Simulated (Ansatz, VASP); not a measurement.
**Si: VASP beside Ansatz**

```
CELL_PARAMETERS angstrom
3.83132 0.00000 0.00000
-1.91566 3.31802 0.00000
0.00000 0.00000 6.33262
ATOMIC_POSITIONS crystal
Si 0.24292 0.48584 0.15776
Si 0.66667 0.33333 0.56301
Si 0.33333 0.66667 0.43699
Si 0.66667 0.33333 0.93699
```

Alike in both runs: task single point; functional PBE; k mesh 12 × 12 × 6; occupations gaussian, width 0.05 eV; no spin polarisation.

|  | VASP | Ansatz |
| --- | --- | --- |
| version | VASP 6.6.1 | Ansatz 0.2.0 |
| potentials or method | VASP PAW PBE potentials, release 64 (Si), cutoff 520 eV | scalar-relativistic, plane waves, PAW |
| valence electrons in the cell | 16 | 16 |

```csv
,VASP,Ansatz,Ansatz less VASP
gap on the k mesh at the Fermi level (eV),none,none,-
pressure (GPa),10.5,10.7,+0.15
"traceless stress, the component that is largest in VASP (GPa)",20.46,20.62,+0.159
rms of the force components (eV/Å),4.770,4.801,+0.0312
```

Atom by atom the forces differ by 0.032 eV/Å (rms over components). A gap of «none» marks a metal or a gap that the smearing closes.
